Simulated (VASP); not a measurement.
# BiTe (R-3m) in VASP: notebook, part 2 of 2

VASP 6.6.1.

### Step 4. Relaxation of cell and atoms, PBEsol, target pressure 5 GPa, at which the enthalpy is minimised

Input file INCAR:

```
SYSTEM = BiTe
ALGO     = Normal         ! electronic algorithm
EDIFF    = 1E-6           ! SCF threshold, eV
EDIFFG   = -0.01          ! ionic threshold
ENCUT    = 600            ! plane-wave cutoff, eV
GGA      = PS             ! functional
IBRION   = 2              ! ionic algorithm
ISIF     = 3              ! what is computed and relaxed
ISMEAR   = -1             ! smearing method
LASPH    = .TRUE.         ! aspherical terms in the spheres
LCHARG   = .FALSE.        ! write CHGCAR
LREAL    = .FALSE.        ! projectors in reciprocal space
LWAVE    = .FALSE.        ! write WAVECAR
NELM     = 60             ! most SCF steps
NSW      = 60             ! ionic steps
PREC     = Accurate       ! precision mode
PSTRESS  = 50.0         
SIGMA    = 0.05           ! smearing width, eV
```

Input file KPOINTS:

```
k-points
0
G
  7 7 7
  0 0 0
```

Input file POSCAR:

```
BiTe
1.0
    2.4227077728      1.3987509848      3.3172919545
   -2.4227077728      1.3987509848      3.3172919545
    0.0000000000     -2.7975019696      3.3172919545
Bi Te
1 1
Direct
    0.5000000000      0.5000000000      0.5000000000
    0.0000000000      0.0000000000      0.0000000000
```

Potentials or basis: VASP PAW PBE potentials, release 64 (Bi_d, Te).

Started as:

```
$ cat potpaw_PBE.64/Bi_d/POTCAR potpaw_PBE.64/Te/POTCAR > POTCAR
$ mpirun -np 1 vasp_std > vasp.out
```

OUTCAR:

```text
SYSTEM = BiTe
   EDIFF = 1E-6
   EDIFFG = -0.01
   ENCUT = 600
   GGA = PS
   IBRION = 2
   ISIF = 3
   ISMEAR = -1
   LASPH = .TRUE.
   LREAL = .FALSE.
   NELM = 60
   NSW = 60
   PREC = Accurate
   PSTRESS = 50.0

 ion  position               nearest neighbor table
   1  0.500  0.500  0.500-   2 3.25   2 3.25   2 3.25   2 3.25   2 3.25   2 3.25
   2  0.000  0.000  0.000-   1 3.25   1 3.25   1 3.25   1 3.25   1 3.25   1 3.25

  LATTYP: Found a trigonal (rhomboedric) cell.
 ALAT       =     4.3394058558
 COS(alpha) =     0.3765932224

  Lattice vectors:

 A1 = (   2.4227077728,   1.3987509848,   3.3172919545)
 A2 = (  -2.4227077728,   1.3987509848,   3.3172919545)
 A3 = (   0.0000000000,  -2.7975019696,   3.3172919545)

Analysis of symmetry for initial positions (statically):
=====================================================================
 Subroutine PRICEL returns:
 Original cell was already a primitive cell.

 Routine SETGRP: Setting up the symmetry group for a
 trigonal (rhombohedral) supercell.

 Subroutine GETGRP returns: Found 12 space group operations
 (whereof 12 operations were pure point group operations)
 out of a pool of 12 trial point group operations.

The static configuration has the point symmetry D_3d.

Analysis of symmetry for dynamics (positions and initial velocities):
=====================================================================
 Subroutine PRICEL returns:
 Original cell was already a primitive cell.

 Routine SETGRP: Setting up the symmetry group for a
 trigonal (rhombohedral) supercell.

 Subroutine GETGRP returns: Found 12 space group operations
 (whereof 12 operations were pure point group operations)
 out of a pool of 12 trial point group operations.

The dynamic configuration has the point symmetry D_3d.

 Subroutine INISYM returns: Found 12 space group operations
 (whereof 12 operations are pure point group operations),
 and found     1 'primitive' translations

----------------------------------------------------------------------------------------

                                     Primitive cell

  volume of cell :      67.4491

  direct lattice vectors                    reciprocal lattice vectors
     2.422707773  1.398750985  3.317291954     0.206380648  0.119153923  0.100483568
    -2.422707773  1.398750985  3.317291954    -0.206380648  0.119153923  0.100483568
     0.000000000 -2.797501970  3.317291954     0.000000000 -0.238307845  0.100483568

  length of vectors
     4.339405856  4.339405856  4.339405856     0.258626326  0.258626326  0.258626326

  position of ions in fractional coordinates (direct lattice)
     0.500000000  0.500000000  0.500000000
     0.000000000  0.000000000  0.000000000

  ion indices of the primitive-cell ions
   primitive index   ion index
                 1           1
                 2           2

----------------------------------------------------------------------------------------

 KPOINTS: k-points

Automatic generation of k-mesh.
 Grid dimensions read from file:
 generate k-points for:    7    7    7

 Generating k-lattice:

  Cartesian coordinates                     Fractional coordinates (reciprocal lattice)
     0.029482950  0.017021989  0.014354795     0.142857143  0.000000000  0.000000000
    -0.029482950  0.017021989  0.014354795     0.000000000  0.142857143  0.000000000
     0.000000000 -0.034043978  0.014354795     0.000000000  0.000000000  0.142857143

  Length of vectors
     0.036946618  0.036946618  0.036946618

  Shift w.r.t. Gamma in fractional coordinates (k-lattice)
     0.000000000  0.000000000  0.000000000

 Subroutine IBZKPT returns following result:
 ===========================================

 Found     44 irreducible k-points:

 Following reciprocal coordinates:
            Coordinates               Weight
  0.000000  0.000000  0.000000      1.000000
  0.142857 -0.000000  0.000000      6.000000
  0.285714 -0.000000  0.000000      6.000000
  0.428571 -0.000000  0.000000      6.000000
  0.142857  0.142857  0.000000      6.000000
  0.285714  0.142857  0.000000     12.000000
[... 16 lines left out ...]
  0.285714  0.285714  0.142857      6.000000
  0.428571  0.285714  0.142857     12.000000
 [... further k-points ...]
   k-points           NKPTS =     44   k-points in BZ     NKDIM =     44   number of bands    NBANDS=     14
   number of dos      NEDOS =    301   number of ions     NIONS =      2
   total plane-waves  NPLWV =  46656
   dimension x,y,z NGX =    36 NGY =   36 NGZ =   36
   dimension x,y,z NGXF=    72 NGYF=   72 NGZF=   72
   ions per type =               1   1
   NGX,Y,Z   is equivalent  to a cutoff of  13.79, 13.79, 13.79 a.u.
   NGXF,Y,Z  is equivalent  to a cutoff of  27.58, 27.58, 27.58 a.u.
 SYSTEM =  BiTe
   PREC   = accura    normal or accurate (medium, high low for compatibility)
   ISTART =      0    job   : 0-new  1-cont  2-samecut
   ICHARG =      2    charge: 1-file 2-atom 10-const
   ISPIN  =      1    spin polarized calculation?
   LNONCOLLINEAR =      F non collinear calculations
   LSORBIT =      F    spin-orbit coupling
   LASPH  =      T    aspherical Exc in radial PAW
   ENCUT  =  600.0 eV  44.10 Ry    6.64 a.u.   8.67  8.67  8.67*2*pi/ulx,y,z
   NELM   =     60;   NELMIN=  2; NELMDL= -5     # of ELM steps
   EDIFF  = 0.1E-05   stopping-criterion for ELM
   LREAL  =      F    real-space projection
   EDIFFG = -.1E-01   stopping-criterion for IOM
   NSW    =     60    number of steps for IOM
   IBRION =      2    ionic relax: 0-MD 1-quasi-New 2-CG
   NFREE  =      1    steps in history (QN), initial steepest desc. (CG)
   ISIF   =      3    stress and relaxation
   ISYM   =      2    0-nonsym 1-usesym 2-fastsym
   POTIM  = 0.5000    time-step for ionic-motion
   TEBEG  =    0.0;   TEEND  =   0.0 temperature during run
   PSTRESS=   50.0 pullay stress
   NELECT =      21.0000    total number of electrons
   NUPDOWN=      -1.0000    fix difference up-down
   EMIN   =  10.00;   EMAX   =-10.00  energy-range for DOS
   EFERMI =   0.00;   METHOD = LEGACY
   ISMEAR =    -1;   SIGMA  =   0.05  broadening in eV -4-tet -1-fermi 0-gaus
   EFERMI_NEDOS =   21; number of points for ismear=-14 and -15
   IALGO  =     38    algorithm
   IMIX   =      4    mixing-type and parameters
     AMIX     =   0.40;   BMIX     =  1.00
     AMIX_MAG =   1.60;   BMIX_MAG =  1.00
  volume/ion in A,a.u.               =      33.72       227.58
  Fermi-wavevector in a.u.,A,eV,Ry     =   1.109573  2.096789 16.750837  1.231152
  Thomas-Fermi vector in A             =   2.246114
   LORBIT       =      0    0 simple, 1 ext, 2 COOP (PROOUT), +10 PAW based schemes
   GGA     = PS    functional components
   LHFCALC =     F    Hartree Fock is set to
   AEXX    =    0.0000 exact exchange contribution
   IVDW    =     0    specifies the selected vdW correction
   LEPSILON=     F    determine dielectric tensor
   LRPA    =     F    only Hartree local field effects (RPA)
 conjugate gradient relaxation of ions
 non-spin polarized calculation
  energy-cutoff  :      600.00
  volume of cell :       67.45
 maximum number of plane-waves:      2263
   NGX = 17   NGY = 17   NGZ = 17

--------------------------------------- Ionic step        1  -------------------------------------------

 number of electron      21.0000005 magnetization

 Free energy of the ion-electron system (eV)
  ---------------------------------------------------
  ext. energy  EPLUGINS =         0.00000000
  ---------------------------------------------------
  free energy    TOTEN  =        -7.97481703 eV

  energy without entropy =       -7.96281948  energy(sigma->0) =       -7.96881825

 E-fermi :   6.5114     XC(G=0):  -9.6320

 val. band max:        6.4834759644   @ k =  -0.4286   0.2857   0.2857
 cond. band min:       6.5596883338   @ k =   0.2857   0.2857   0.2857
 fundamental gap:      0.0762123694
 Fermi energy:         6.5114331604

 k-point     1 :       0.0000    0.0000    0.0000
  band No.  band energies     occupation
      1     -16.6350      2.00000
      2     -16.6350      2.00000
      3     -16.6194      2.00000
      4     -16.6194      2.00000
      5     -16.6026      2.00000
      6      -6.9807      2.00000
      7      -1.7752      2.00000
      8       3.6110      2.00000
      9       3.6110      2.00000
     10       4.9245      2.00000
     11       8.3934      0.00000
     12       9.0081      0.00000
     13       9.0081      0.00000
     14      10.5430      0.00000
[... 500 lines left out ...]
  energy  without entropy=       -7.9198215079  energy(sigma->0) =       -7.92628906

  enthalpy is  TOTEN    =        -6.0673778622 eV   P V=        1.8653787496

[... ionic steps 4 to 10 ...]

--------------------------------------- Ionic step       11  -------------------------------------------

 number of electron      20.9999997 magnetization

------------------------ aborting loop because EDIFF is reached ----------------------------------------
[... 71 lines left out ...]
--------------------------------------- Ionic step       13  -------------------------------------------

 number of electron      20.9999997 magnetization

 Free energy of the ion-electron system (eV)
  ---------------------------------------------------
  ext. energy  EPLUGINS =         0.00000000
  ---------------------------------------------------
  free energy    TOTEN  =        -7.91768034 eV

  energy without entropy =       -7.90853598  energy(sigma->0) =       -7.91310816

 E-fermi :   8.2726     XC(G=0): -10.3469

 val. band max:        8.2088035626   @ k =   0.2857   0.2857   0.2857
 cond. band min:       8.2911355743   @ k =  -0.2857   0.4286   0.1429
 fundamental gap:      0.0823320117
 Fermi energy:         8.2725652715

 k-point     1 :       0.0000    0.0000    0.0000
  band No.  band energies     occupation
      1     -14.8444      2.00000
      2     -14.8444      2.00000
      3     -14.8318      2.00000
      4     -14.8318      2.00000
      5     -14.7973      2.00000
      6      -6.0897      2.00000
      7       0.4306      2.00000
      8       4.9382      2.00000
      9       4.9382      2.00000
     10       6.9615      2.00000
     11      10.6595      0.00000
     12      11.7617      0.00000
     13      11.7617      0.00000
     14      11.8147      0.00000
[... 424 lines left out ...]
  energy  without entropy=       -7.9085359801  energy(sigma->0) =       -7.91310816

  enthalpy is  TOTEN    =        -6.1074375662 eV   P V=        1.8102427700

 reached required accuracy - stopping structural energy minimisation
```

It took 4.1 min on 1 thread of Intel Xeon Platinum 8259CL at 2.50GHz (Skylake/Cascade Lake), shared host; peak memory 0.24 GiB.

Results:

```
Free energy                                            : -7.9177 eV
Relaxed volume                                         : 29.00 Å³/atom
Relaxed cell                                           : a = 4.019 Å, b = 4.019 Å, c = 4.019 Å, α = 73.22°, β = 73.22°, γ = 73.22°
Space group after relaxing (to 0.05 Å)                 : R-3m (No. 166)
Energy change on relaxing (the enthalpy is what falls) : +28.6 meV/atom
Ionic steps                                            : 13
Pressure after relaxing                                : 5.0 GPa
```

Stress tensor (GPa, compression positive):
```
5.03 0.00 0.00
0.00 5.03 0.00
0.00 0.00 4.95
```

The path:
| step | energy change (eV) | largest force (eV/Å) | pressure (GPa) | volume (Å³) |
| --- | --- | --- | --- | --- |
| 1 | 0.0000 | 0.0000 | -2.32 | 67.45 |
| 2 | 0.4219 | 0.0000 | 15.60 | 53.50 |
| 3 | 0.0421 | 0.0000 | 4.83 | 59.77 |
| 4 | 0.0466 | 0.0000 | 5.03 | 59.63 |
| 5 | 0.0441 | 0.0000 | 5.03 | 59.43 |
| 6 | 0.0424 | 0.0000 | 4.98 | 58.79 |
| 7 | 0.0922 | 0.0000 | 4.96 | 57.17 |
| 8 | 0.0609 | 0.0000 | 4.90 | 57.90 |
| 9 | 0.0526 | 0.0000 | 4.90 | 58.16 |
| 10 | 0.0556 | 0.0000 | 4.89 | 58.06 |
| 11 | 0.0545 | 0.0000 | 4.89 | 58.09 |
| 12 | 0.0646 | 0.0000 | 5.31 | 57.78 |
| 13 | 0.0571 | 0.0000 | 5.01 | 58.01 |

Final structure:
```
Bi Te
1.0
     2.39697    1.38389    2.91447
    -2.39697    1.38389    2.91447
     0.00000   -2.76779    2.91447
Bi Te
1 1
Cartesian
  0.0000 0.0000 4.3717
  0.0000 0.0000 0.0000
```

Caveat: the cell is relaxed towards a set pressure, so the enthalpy falls and the energy may rise; the PAW data sets were made with another functional, which shifts forces and pressure a little; spin-orbit coupling is left out, which moves the levels of the heavy elements.

### Step 5. Relaxation of cell and atoms, PBEsol, target pressure 10 GPa, at which the enthalpy is minimised

Input file INCAR:

```
PREC = Accurate
ENCUT = 600
EDIFF = 1E-6
ISMEAR = -1
SIGMA = 0.05
LREAL = F
LASPH = T
NELM = 80
ALGO = Normal
ISIF = 3
LWAVE = F
LCHARG = F
GGA = PS
IBRION = 2
NSW = 60
EDIFFG = -0.01
PSTRESS = 100.0
```

Input file KPOINTS:

```
Automatic mesh
0
Gamma
  7 7 7
```

POSCAR is that of step 4.

Started as:

```
$ cat potpaw_PBE.64/Bi_d/POTCAR potpaw_PBE.64/Te/POTCAR > POTCAR
$ mpirun -np 1 vasp_std > vasp.out
```

Wall time 8.7 min (1 thread of Intel Xeon Platinum 8259CL at 2.50GHz (Skylake/Cascade Lake), shared host); peak memory 0.25 GiB.

It converged, with:

```
Free energy                                            : -7.6142 eV
Relaxed volume                                         : 25.42 Å³/atom
Relaxed cell                                           : a = 3.704 Å, b = 3.704 Å, c = 3.704 Å, α = 90.00°, β = 90.00°, γ = 90.00°
Space group after relaxing (to 0.05 Å)                 : Pm-3m (No. 221)
Energy change on relaxing (the enthalpy is what falls) : +180.3 meV/atom
Ionic steps                                            : 26
Pressure after relaxing                                : 10.0 GPa
```

Step by step:
```csv
step,energy change (eV),largest force (eV/Å),pressure (GPa),volume (Å³)
1,0.0000,0.0000,-2.32,67.45
2,1.8645,0.0000,43.74,45.17
3,0.1686,0.0000,9.09,56.83
4,0.1925,0.0000,9.79,56.42
5,0.2054,0.0000,10.16,56.21
6,0.2005,0.0000,10.16,55.94
7,0.2002,0.0000,10.03,54.96
8,0.3039,0.0000,10.34,52.22
9,2.0649,0.0000,41.38,43.38
10,0.3121,0.0000,10.46,52.02
11,0.5745,0.0000,16.35,48.26
12,0.5570,0.0000,15.93,48.40
13,0.5211,0.0000,14.88,48.80
14,0.4969,0.0000,14.20,49.06
15,0.4314,0.0000,12.26,49.82
16,0.3300,0.0000,8.90,51.37
17,0.3612,0.0000,9.97,50.83
18,0.3647,0.0000,10.03,50.77
19,0.3687,0.0000,10.16,50.71
20,0.3683,0.0000,10.22,50.72
21,0.3670,0.0000,10.18,50.74
22,0.3645,0.0000,10.10,50.78
23,0.3656,0.0000,10.12,50.76
24,0.3632,0.0000,10.10,50.80
25,0.3560,0.0000,9.80,50.91
26,0.3606,0.0000,9.95,50.84
```

Final structure:
```xyz
2
Lattice="2.6195 1.5124 2.1387 -2.6195 1.5124 2.1387 0.0000 -3.0248 2.1387" Properties=species:S:1:pos:R:3 pbc="T T T"
Bi    0.0000    0.0000    3.2080
Te    0.0000    0.0000    0.0000
```

Levels at points of the mesh, in eV from the Fermi level:
```
           k point  band 7  band 8  band 9  band 10  band 11  band 12  band 13  band 14
(0.00, 0.00, 0.00)   -8.06   -3.02   -3.02    -3.02     2.72     2.72     5.18     5.19
```

Caveat: the cell is relaxed towards a set pressure, so the enthalpy falls and the energy may rise; the volume moved by over 15 % at a fixed basis, so the end points are rough; the PAW data sets were made with another functional, which shifts forces and pressure a little; spin-orbit coupling is left out, which moves the levels of the heavy elements.

### Step 6. The runs side by side

```csv
cell,gap on the mesh (eV),pressure (GPa)
relaxed,none,0.0
relaxed to 2 GPa,none,2.0
relaxed to 5 GPa,none,5.0
relaxed to 10 GPa,none,10.0
```

Alike in all rows: task relaxation of cell and atoms; level PBEsol; potentials or basis VASP PAW PBE potentials, release 64 (Bi_d, Te); no spin polarisation; k mesh 7 × 7 × 7; cutoff (eV) 600; smearing fermi-dirac 0.05 eV.

Caveats: the PAW data sets were made with another functional, which shifts forces and pressure a little; spin-orbit coupling is left out, which moves the levels of the heavy elements; the cell is relaxed towards a set pressure, so the enthalpy falls and the energy may rise (some runs); the volume moved by over 15 % at a fixed basis, so the end points are rough (some runs).

Total energies depend on the potentials used, so only differences within one code and one set of settings carry meaning.
